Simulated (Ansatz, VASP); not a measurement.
Given: the input of a run of Ansatz 0.2.0 on KF.

The input input.yaml:

```yaml
crystal:
  lattice:
    - [0.0, 2.67185, 2.67185]
    - [2.67185, 0.0, 2.67185]
    - [2.67185, 2.67185, 0.0]
  atoms:
    - { symbol: K, position: [0.0, 0.0, 0.0] }
    - { symbol: F, position: [0.5, 0.5, 0.5] }
hamiltonian:
  xc: { exchange: pbe, correlation: pbe, exx: { coeff: 0.1, omega: 0.2 } }
  pseudopotentials: { kind: paw }
kpoints:
  mp_grid: { grid: [5, 5, 5] }
scf:
  occupations: { method: fermi_dirac, width: 0.05 }
output:
  forces: true
  stress: true
  eigenvalues: true
```

Potentials or basis: Ansatz PAW.

Command:

```bash
$ ansatz run input.yaml --threads 2 --pin off --max-ram 5632MiB --backend cpu --events-out ev --progress --plain --runs-dir out
```

**Question.** Translate it to VASP 6.6.1. Potentials there: VASP PAW PBE potentials, release 64 (K_sv, F).

**Answer.** As run (the cutoff follows the program's own potentials):

The input POSCAR:

```
KF
1.0
    0.0000000000      2.6718500000      2.6718500000
    2.6718500000      0.0000000000      2.6718500000
    2.6718500000      2.6718500000      0.0000000000
K F
1 1
Direct
    0.0000000000      0.0000000000      0.0000000000
    0.5000000000      0.5000000000      0.5000000000
```

INCAR.step1

```
SYSTEM = KF
ALGO = Normal ; EDIFF = 1E-5
ENCUT = 520 ; GGA = PE
ISIF = 2 ; ISMEAR = -1
LASPH = .True. ; LCHARG = .False.
LREAL = .False. ; LWAVE = .True.
NBANDS = 15 ; NELM = 60
PREC = Accurate ; SIGMA = 0.05
```

INCAR.step2

```
SYSTEM = KF
AEXX = 0.1 ; ALGO = Normal
EDIFF = 1E-7 ; ENCUT = 520
GGA = PE ; HFSCREEN = 0.2
ISIF = 2 ; ISMEAR = -1
ISTART = 1 ; LASPH = .True.
LCHARG = .False. ; LHFCALC = .True.
LREAL = .False. ; LWAVE = .False.
NBANDS = 15 ; NELM = 60
PREC = Accurate ; PRECFOCK = Normal
SIGMA = 0.05
```

File KPOINTS:

```
k-points
0
Gamma
  5 5 5
  0 0 0
```

Potentials or basis: VASP PAW PBE potentials, release 64 (K_sv, F).

Run with:

```bash
$ cat potpaw_PBE.64/K_sv/POTCAR potpaw_PBE.64/F/POTCAR > POTCAR
$ cp INCAR.step1 INCAR
$ mpirun -np 1 vasp_std > vasp.out
$ cp INCAR.step2 INCAR
$ mpirun -np 1 vasp_std > vasp.out
```

Both were run:

|  | VASP | Ansatz | Ansatz less VASP |
| --- | --- | --- | --- |
| gap on the k mesh at the Fermi level (eV) | 6.96 | 6.98 | +0.016 |
| least direct gap on the mesh (eV) | 6.96 | 6.98 | +0.016 |
| pressure (GPa) | 1.1 | 1.0 | -0.06 |

VASP's potentials were made for PBE, not for PBE-based screened hybrid. With one functional, cell and mesh, what is left measures potentials, basis and numerics.

Noted on Ansatz's run: odd divisions of the mesh miss points on the zone boundary, where band edges often lie, so the gap on the mesh can be too wide.
